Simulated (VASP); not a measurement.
# AlN (F-43m) in VASP: a series of runs

Aim: see how the results for AlN move with the level of theory and the settings. Levels: BLYP+D3(BJ), LDA, r2SCAN+D4. Tasks: single point.

Program: VASP 6.6.1. These are calculated values, not measurements. Logs are shortened: lines on timing, memory, paths and dates and some standing lists are left out, and cuts for length are marked.

## 1. The cell of the first run

It takes space group F-43m (No. 216, cubic). The conventional cell has a = 4.454 Å, b = 4.454 Å, c = 4.454 Å, α = 90.00°, β = 90.00°, γ = 90.00°. Al (site symmetry -43m) has 4 N at 1.93 Å within 2.6 Å. Within 2.6 Å of N (site symmetry -43m) lie 4 Al at 1.93 Å.

## 2. Single point, BLYP+D3(BJ)

Contents of INCAR:

```
AGGAC    = 1.0          
AGGAX    = 1.0          
ALDAC    = 0.0          
ALDAX    = 1.0          
ALGO     = Normal         # electronic algorithm
EDIFF    = 1E-7           # SCF threshold, eV
ENCUT    = 520            # plane-wave cutoff, eV
GGA      = B5             # functional
ISIF     = 2              # what is computed and relaxed
ISMEAR   = -1             # smearing method
IVDW     = 12             # dispersion correction
LASPH    = T              # aspherical terms in the spheres
LCHARG   = F              # write CHGCAR
LREAL    = F              # projectors in reciprocal space
LWAVE    = F              # write WAVECAR
NBANDS   = 11             # bands
NELM     = 80             # most SCF steps
PREC     = Accurate       # precision mode
SIGMA    = 0.05           # smearing width, eV
VDW_A1   = 0.4298       
VDW_A2   = 4.2359       
VDW_S6   = 1.0          
VDW_S8   = 2.6996
```

Contents of KPOINTS:

```
k-points
0
Gamma
  10 10 10
```

Contents of POSCAR:

```
AlN
1.0
    0.0000000000      2.2268278375      2.2268278375
    2.2268278375      0.0000000000      2.2268278375
    2.2268278375      2.2268278375      0.0000000000
Al N
1 1
Direct
    0.0000000000      0.0000000000      0.0000000000
    0.2500000000      0.2500000000      0.2500000000
```

Potentials or basis: VASP PAW PBE potentials, release 64 (Al, N).

Started as:

```sh
$ cat potpaw_PBE.64/Al/POTCAR potpaw_PBE.64/N/POTCAR > POTCAR
$ mpirun -np 1 vasp_std > vasp.out
```

OUTCAR:

```text
EDIFF = 1E-7
   ENCUT = 520
   GGA = B5
   ISIF = 2
   ISMEAR = -1
   IVDW = 12
   LASPH = T
   LREAL = F
   NELM = 80
   PREC = Accurate
 IVDW          = 12

 ion  position               nearest neighbor table
   1  0.000  0.000  0.000-   2 1.93   2 1.93   2 1.93   2 1.93
   2  0.250  0.250  0.250-   1 1.93   1 1.93   1 1.93   1 1.93

  LATTYP: Found a face centered cubic cell.
 ALAT       =     4.4536556750

  Lattice vectors:

 A1 = (   0.0000000000,   2.2268278375,   2.2268278375)
 A2 = (   2.2268278375,   0.0000000000,   2.2268278375)
 A3 = (   2.2268278375,   2.2268278375,   0.0000000000)

Analysis of symmetry for initial positions (statically):
=====================================================================
 Subroutine PRICEL returns:
 Original cell was already a primitive cell.

 Routine SETGRP: Setting up the symmetry group for a
 face centered cubic supercell.

 Subroutine GETGRP returns: Found 24 space group operations
 (whereof 24 operations were pure point group operations)
 out of a pool of 48 trial point group operations.

The static configuration has the point symmetry T_d .

Analysis of symmetry for dynamics (positions and initial velocities):
=====================================================================
 Subroutine PRICEL returns:
 Original cell was already a primitive cell.

 Routine SETGRP: Setting up the symmetry group for a
 face centered cubic supercell.

 Subroutine GETGRP returns: Found 24 space group operations
 (whereof 24 operations were pure point group operations)
 out of a pool of 48 trial point group operations.

The dynamic configuration has the point symmetry T_d .

 Subroutine INISYM returns: Found 24 space group operations
 (whereof 24 operations are pure point group operations),
 and found     1 'primitive' translations

----------------------------------------------------------------------------------------

                                     Primitive cell

  volume of cell :      22.0846

  direct lattice vectors                    reciprocal lattice vectors
     0.000000000  2.226827838  2.226827838    -0.224534646  0.224534646  0.224534646
     2.226827838  0.000000000  2.226827838     0.224534646 -0.224534646  0.224534646
     2.226827838  2.226827838  0.000000000     0.224534646  0.224534646 -0.224534646

  length of vectors
     3.149210129  3.149210129  3.149210129     0.388905415  0.388905415  0.388905415

  position of ions in fractional coordinates (direct lattice)
     0.000000000  0.000000000  0.000000000
     0.250000000  0.250000000  0.250000000

  ion indices of the primitive-cell ions
   primitive index   ion index
                 1           1
                 2           2

----------------------------------------------------------------------------------------

 KPOINTS: k-points

Automatic generation of k-mesh.
 Grid dimensions read from file:
 generate k-points for:   10   10   10

 Generating k-lattice:

  Cartesian coordinates                     Fractional coordinates (reciprocal lattice)
    -0.022453465  0.022453465  0.022453465     0.100000000  0.000000000  0.000000000
     0.022453465 -0.022453465  0.022453465     0.000000000  0.100000000  0.000000000
     0.022453465  0.022453465 -0.022453465     0.000000000  0.000000000  0.100000000

  Length of vectors
     0.038890541  0.038890541  0.038890541

  Shift w.r.t. Gamma in fractional coordinates (k-lattice)
     0.000000000  0.000000000  0.000000000

 Subroutine IBZKPT returns following result:
 ===========================================

 Found     47 irreducible k-points:

 Following reciprocal coordinates:
            Coordinates               Weight
  0.000000  0.000000  0.000000      1.000000
  0.100000  0.000000  0.000000      8.000000
  0.200000  0.000000  0.000000      8.000000
  0.300000  0.000000  0.000000      8.000000
  0.400000  0.000000  0.000000      8.000000
  0.500000  0.000000  0.000000      4.000000
[... 16 lines left out ...]
  0.300000  0.300000  0.000000      6.000000
  0.400000  0.300000  0.000000     24.000000
 [... further k-points ...]
   k-points           NKPTS =     47   k-points in BZ     NKDIM =     47   number of bands    NBANDS=     11
   number of dos      NEDOS =    301   number of ions     NIONS =      2
   total plane-waves  NPLWV =  13824
   dimension x,y,z NGX =    24 NGY =   24 NGZ =   24
   dimension x,y,z NGXF=    48 NGYF=   48 NGZF=   48
   ions per type =               1   1
   NGX,Y,Z   is equivalent  to a cutoff of  12.67, 12.67, 12.67 a.u.
   NGXF,Y,Z  is equivalent  to a cutoff of  25.34, 25.34, 25.34 a.u.
 SYSTEM =  unknown system
   PREC   = accura    normal or accurate (medium, high low for compatibility)
   ISTART =      0    job   : 0-new  1-cont  2-samecut
   ICHARG =      2    charge: 1-file 2-atom 10-const
   ISPIN  =      1    spin polarized calculation?
   LNONCOLLINEAR =      F non collinear calculations
   LSORBIT =      F    spin-orbit coupling
   LASPH  =      T    aspherical Exc in radial PAW
   ENCUT  =  520.0 eV  38.22 Ry    6.18 a.u.   5.86  5.86  5.86*2*pi/ulx,y,z
   NELM   =     80;   NELMIN=  2; NELMDL= -5     # of ELM steps
   EDIFF  = 0.1E-06   stopping-criterion for ELM
   LREAL  =      F    real-space projection
   EDIFFG = 0.1E-05   stopping-criterion for IOM
   NSW    =      0    number of steps for IOM
   IBRION =     -1    ionic relax: 0-MD 1-quasi-New 2-CG
   NFREE  =      0    steps in history (QN), initial steepest desc. (CG)
   ISIF   =      2    stress and relaxation
   ISYM   =      2    0-nonsym 1-usesym 2-fastsym
   POTIM  = 0.5000    time-step for ionic-motion
   TEBEG  =    0.0;   TEEND  =   0.0 temperature during run
   PSTRESS=    0.0 pullay stress
   NELECT =       8.0000    total number of electrons
   NUPDOWN=      -1.0000    fix difference up-down
   EMIN   =  10.00;   EMAX   =-10.00  energy-range for DOS
   EFERMI =   0.00;   METHOD = LEGACY
   ISMEAR =    -1;   SIGMA  =   0.05  broadening in eV -4-tet -1-fermi 0-gaus
   EFERMI_NEDOS =   21; number of points for ismear=-14 and -15
   IALGO  =     38    algorithm
   IMIX   =      4    mixing-type and parameters
     AMIX     =   0.40;   BMIX     =  1.00
     AMIX_MAG =   1.60;   BMIX_MAG =  1.00
  volume/ion in A,a.u.               =      11.04        74.52
  Fermi-wavevector in a.u.,A,eV,Ry     =   1.167011  2.205331 18.529966  1.361914
  Thomas-Fermi vector in A             =   2.303516
   LORBIT       =      0    0 simple, 1 ext, 2 COOP (PROOUT), +10 PAW based schemes
   GGA     = B5    functional components
   LHFCALC =     F    Hartree Fock is set to
   AEXX    =    0.0000 exact exchange contribution
   IVDW    =    12    specifies the selected vdW correction
   LEPSILON=     F    determine dielectric tensor
   LRPA    =     F    only Hartree local field effects (RPA)
 non-spin polarized calculation
  energy-cutoff  :      520.00
  volume of cell :       22.08
 maximum number of plane-waves:       610
   NGX = 11   NGY = 11   NGZ = 11

 number of electron       8.0000003 magnetization

 Free energy of the ion-electron system (eV)
  ---------------------------------------------------
  ext. energy  EPLUGINS =         0.00000000
  ---------------------------------------------------
  free energy    TOTEN  =       -13.89706647 eV

  energy without entropy =      -13.89706647  energy(sigma->0) =      -13.89706647

 E-fermi :   6.9232     XC(G=0): -10.0596

 val. band max:        5.8333368825   @ k =   0.0000   0.0000   0.0000
 cond. band min:       9.4666016636   @ k =   0.5000   0.5000   0.0000
 fundamental gap:      3.6332647811
 Fermi energy:         6.9232294713

 k-point     1 :       0.0000    0.0000    0.0000
  band No.  band energies     occupation
      1      -8.7204      2.00000
      2       5.8333      2.00000
      3       5.8333      2.00000
      4       5.8333      2.00000
      5       9.7930      0.00000
      6      17.8770      0.00000
      7      17.8770      0.00000
      8      17.8770      0.00000
      9      23.1576      0.00000
     10      23.1576      0.00000
     11      24.6103      0.00000

 k-point     2 :       0.1000    0.0000    0.0000
  band No.  band energies     occupation
      1      -8.5853      2.00000
      2       5.0586      2.00000
      3       5.7828      2.00000
      4       5.7828      2.00000
      5      10.4379      0.00000
      6      17.5052      0.00000
      7      18.0023      0.00000
      8      18.0023      0.00000
      9      22.0145      0.00000
     10      22.0145      0.00000
     11      23.9180      0.00000

 k-point     3 :       0.2000    0.0000    0.0000
  band No.  band energies     occupation
      1      -8.2027      2.00000
      2       3.5389      2.00000
      3       5.6566      2.00000
      4       5.6566      2.00000
      5      11.5382      0.00000
      6      16.7605      0.00000
      7      17.9959      0.00000
      8      17.9959      0.00000
      9      21.4625      0.00000
     10      21.4625      0.00000
     11      23.0561      0.00000

 k-point     4 :       0.3000    0.0000    0.0000
  band No.  band energies     occupation
      1      -7.6520      2.00000
      2       1.9947      2.00000
      3       5.5119      2.00000
      4       5.5119      2.00000
      5      12.3586      0.00000
      6      16.1113      0.00000
      7      17.4706      0.00000
      8      17.4706      0.00000
      9      22.3695      0.00000
     10      22.3695      0.00000
     11      22.7693      0.00000
[... 239 lines left out ...]
 k-point    22 :      -0.2000    0.2000    0.0000
  band No.  band energies     occupation
      1      -7.4706      2.00000
      2       2.2718      2.00000
      3       4.2377      2.00000
      4       5.5775      2.00000
      5      13.1640      0.00000
      6      15.5024      0.00000
      7      16.8306      0.00000
      8      17.9998      0.00000
      9      20.4799      0.00000
     10      23.6704      0.00000
     11      26.7372      0.00000

 k-point    23 :       0.3000    0.3000    0.0000
  band No.  band energies     occupation
      1      -7.3072      2.00000
      2       2.4669      2.00000
      3       4.6569      2.00000
      4       4.6569      2.00000
      5      11.2642      0.00000
      6      15.2221      0.00000
      7      17.2972      0.00000
      8      19.7472      0.00000
      9      19.7472      0.00000
     10      25.7454      0.00000
     11      28.8087      0.00000

 k-point    24 :       0.4000    0.3000    0.0000
  band No.  band energies     occupation
      1      -6.8910      2.00000
      2       1.8763      2.00000
      3       4.2253      2.00000
      4       4.5000      2.00000
      5      10.9228      0.00000
      6      15.0985      0.00000
      7      17.5421      0.00000
      8      19.8675      0.00000
      9      20.3386      0.00000
     10      26.5830      0.00000
     11      28.5571      0.00000

 [... further k-points ...]

------------------------ aborting loop because EDIFF is reached ----------------------------------------

 Edisp (eV)   -1.10335

 E8    (eV) :    -0.7699

  FORCE on cell =-STRESS in cart. coord.  units (eV):
  Direction    XX          YY          ZZ          XY          YZ          ZX
  --------------------------------------------------------------------------------------
  -------------------------------------------------------------------------------------
  Total      -1.56942    -1.56942    -1.56942    -0.00000     0.00000    -0.00000
  in kB    -113.85677  -113.85677  -113.85677    -0.00000     0.00000    -0.00000
  external pressure =     -113.86 kB  Pullay stress =        0.00 kB

 VOLUME and BASIS-vectors are now :
 -----------------------------------------------------------------------------
  energy-cutoff  :      520.00
  volume of cell :       22.08
      direct lattice vectors                 reciprocal lattice vectors
     0.000000000  2.226827838  2.226827838    -0.224534646  0.224534646  0.224534646
     2.226827838  0.000000000  2.226827838     0.224534646 -0.224534646  0.224534646
     2.226827838  2.226827838  0.000000000     0.224534646  0.224534646 -0.224534646

 POSITION                                       TOTAL-FORCE (eV/Angst)
 -----------------------------------------------------------------------------------
      0.00000      0.00000      0.00000        -0.000000      0.000000     -0.000000
      1.11341      1.11341      1.11341         0.000000     -0.000000      0.000000
 -----------------------------------------------------------------------------------
    total drift:                               -0.000000     -0.000000     -0.000000

  FREE ENERGIE OF THE ION-ELECTRON SYSTEM (eV)
  ---------------------------------------------------
  free  energy   TOTEN  =       -15.0004210264 eV

  energy  without entropy=      -15.0004210264  energy(sigma->0) =      -15.00042103
```

It took 22 s on 1 thread of AMD EPYC 7R43 (Zen 3), shared host; peak memory 0.11 GiB.

What came out:

| Quantity | Value |
| --- | --- |
| Free energy | -15.0004 eV |
| Pressure | -11.4 GPa |
| Band gap on the k mesh | 3.63 eV, indirect (least direct gap 3.96 eV) |
| Dispersion energy per atom | -0.552 eV |

Levels at points of the mesh, in eV from the valence-band top:
| k point | band 1 | band 2 | band 3 | band 4 | band 5 | band 6 | band 7 | band 8 | band 9 |
| --- | --- | --- | --- | --- | --- | --- | --- | --- | --- |
| (0.00, 0.00, 0.00) | -14.55 | 0.00 | 0.00 | 0.00 | 3.96 | 12.04 | 12.04 | 12.04 | 17.32 |
| (0.50, 0.00, 0.00) | -12.70 | -5.49 | -0.47 | -0.47 | 7.01 | 9.74 | 10.91 | 10.91 | 17.50 |
| (0.50, 0.50, 0.00) | -12.12 | -4.66 | -1.69 | -1.69 | 3.63 | 8.42 | 13.27 | 15.09 | 15.09 |

Caveat: the PAW data sets were made with another functional, which shifts forces and pressure a little.

## 3. Single point, LDA

This run uses another cell than the first one, of 10.83 Å³/atom, 0.981 times its volume.

Contents of INCAR:

```
ALGO = Normal
EDIFF = 1E-6
ENCUT = 520
ISIF = 2
ISMEAR = -1
LASPH = True
LCHARG = False
LREAL = False
LWAVE = False
NBANDS = 11
NELM = 100
PREC = Accurate
SIGMA = 0.05
```

KPOINTS is that of step 2.

Contents of POSCAR:

```
AlN
1.0
    0.0000000000      2.2127336128      2.2127336128
    2.2127336128      0.0000000000      2.2127336128
    2.2127336128      2.2127336128      0.0000000000
Al N
1 1
Direct
    0.0000000000      0.0000000000      0.0000000000
    0.2500000000      0.2500000000      0.2500000000
```

Potentials or basis: VASP PAW LDA potentials, release 64 (Al, N).

Started as:

```sh
$ cat potpaw_LDA.64/Al/POTCAR potpaw_LDA.64/N/POTCAR > POTCAR
$ mpirun -np 1 vasp_std > vasp.out
```

OUTCAR:

```text
EDIFF = 1E-6
   ENCUT = 520
   ISIF = 2
   ISMEAR = -1
   LASPH = True
   LREAL = False
   NELM = 100
   PREC = Accurate

 ion  position               nearest neighbor table
   1  0.000  0.000  0.000-   2 1.92   2 1.92   2 1.92   2 1.92
   2  0.250  0.250  0.250-   1 1.92   1 1.92   1 1.92   1 1.92

  LATTYP: Found a face centered cubic cell.
 ALAT       =     4.4254672256

  Lattice vectors:

 A1 = (   0.0000000000,   2.2127336128,   2.2127336128)
 A2 = (   2.2127336128,   0.0000000000,   2.2127336128)
 A3 = (   2.2127336128,   2.2127336128,   0.0000000000)

[... 519 lines left out ...]

  FORCE on cell =-STRESS in cart. coord.  units (eV):
  Direction    XX          YY          ZZ          XY          YZ          ZX
  --------------------------------------------------------------------------------------
  -------------------------------------------------------------------------------------
  Total       -1.3879196     -1.3879196     -1.3879196      0.0000000     -0.0000000      0.0000000
  in kB     -102.6260235   -102.6260235   -102.6260235      0.0000000     -0.0000000      0.0000000
  external PRESSURE =    -102.6260235 kB  Pullay stress =       0.0000000 kB

 VOLUME and BASIS-vectors are now :
 -----------------------------------------------------------------------------
  energy-cutoff  :      520.00
  volume of cell :       21.67
      direct lattice vectors                 reciprocal lattice vectors
     0.000000000  2.212733613  2.212733613    -0.225964841  0.225964841  0.225964841
     2.212733613  0.000000000  2.212733613     0.225964841 -0.225964841  0.225964841
     2.212733613  2.212733613  0.000000000     0.225964841  0.225964841 -0.225964841

 POSITION                                       TOTAL-FORCE (eV/Angst)
 -----------------------------------------------------------------------------------
      0.00000      0.00000      0.00000        -0.000000     -0.000000     -0.000000
      1.10637      1.10637      1.10637         0.000000      0.000000      0.000000
 -----------------------------------------------------------------------------------
    total drift:                               -0.000000     -0.000000     -0.000000

  FREE ENERGIE OF THE ION-ELECTRON SYSTEM (eV)
  ---------------------------------------------------
  free  energy   TOTEN  =       -16.3381896139 eV

  energy  without entropy=      -16.3381896139  energy(sigma->0) =      -16.33818961
```

stdout:

```text
POSCAR found type information on POSCAR AlN
 POSCAR found :  2 types and       2 ions
 scaLAPACK will be used
 LDA part: xc-table for (Slater(with rela. corr.)+CA(PZ))
 , standard interpolation
 POSCAR, INCAR and KPOINTS ok, starting setup
 FFT: planning ... GRIDC
 FFT: planning ... GRID_SOFT
 FFT: planning ... GRID
 WAVECAR not read
 entering main loop
```

Wall time 11 s (1 thread of AMD EPYC 7R43 (Zen 3), shared host); peak memory 0.09 GiB.

Results:

```
Free energy            : -16.3382 eV
Pressure               : -10.3 GPa
Band gap on the k mesh : 3.20 eV, indirect (least direct gap 3.89 eV)
```

A k mesh can miss the band edges.

[end of part 1 of 2]
